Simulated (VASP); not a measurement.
# TiC: single point with PBEsol

Crystal: TiC.

```
Ti C
1.0
     0.00000    2.15676    2.15676
     2.15676    0.00000    2.15676
     2.15676    2.15676    0.00000
Ti C
1 1
Direct
  0.00000 0.00000 0.00000
  0.50000 0.50000 0.50000
```

```yaml
Program: VASP 6.6.1
Task: single point
Functional: PBEsol
Potentials_or_basis: VASP PAW PBE potentials, release 64 (Ti_sv, C)
Cutoff: 520 eV
k_mesh: 14 × 14 × 14
Occupations: fermi-dirac, width 0.03 eV
Spin: no spin polarisation
```

```json
{"Pressure": "-3.4 GPa", "Band gap on the k mesh": "zero (bands 8 and 9 overlap by 1.07 eV)"}
```

Levels at points of the mesh, in eV from the Fermi level:
```csv
k point,band 5,band 6,band 7,band 8,band 9,band 10,band 11,band 12
"(0.00, 0.00, 0.00)",-12.42,0.67,0.67,0.67,1.73,1.73,1.73,1.76
"(0.50, 0.00, 0.00)",-8.84,-5.93,-2.93,-2.93,2.97,2.97,4.18,8.23
"(0.50, 0.50, 0.00)",-10.10,-3.44,-1.70,-0.01,-0.01,2.79,3.59,3.59
```

It took 51 s on 1 thread of AMD EPYC 7R13 (shared host), peak memory 0.13 GiB.

Caveat: the cell stands under tension; the PAW data sets were made with another functional, which shifts forces and pressure a little.
